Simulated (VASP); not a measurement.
CoO, 2 atoms in the cell. Symmetry: Fm-3m, No. 225, cubic system. The conventional cell has a = 4.263 Å, b = 4.263 Å, c = 4.263 Å, α = 90.00°, β = 90.00°, γ = 90.00°. Within 2.8 Å of Co (site symmetry m-3m) lie 6 O at 2.13 Å. O (site symmetry m-3m) has 6 Co at 2.13 Å within 2.8 Å. 

```yaml
Program: VASP 6.6.1
Task: single point
Functional: PBE
Potentials_or_basis: VASP PAW PBE potentials, release 64 (Co, O)
Cutoff: 520 eV
k_mesh: 11 × 11 × 11
Occupations: fermi-dirac, width 0.05 eV
Spin: no spin polarisation
Dipole_correction: no
Further_INCAR_settings: ALGO = Normal; EDIFF = 1e-06; NBANDS = 14
```

Potentials or basis: VASP PAW PBE potentials, release 64 (Co, O).

Command:

```sh
$ cat potpaw_PBE.64/Co/POTCAR potpaw_PBE.64/O/POTCAR > POTCAR
$ mpirun -np 1 vasp_std > vasp.out
```

Hardware: 1 thread of Intel(R) Xeon(R) Platinum 8375C CPU @ 2.90GHz (Ice Lake), with other jobs on the host.

How long does it take, and how much memory?

It took 20 s on 1 thread of Intel(R) Xeon(R) Platinum 8375C CPU @ 2.90GHz (Ice Lake), with other jobs on the host, peak memory 0.14 GiB. Counts: scf iterations 14, k points 56.
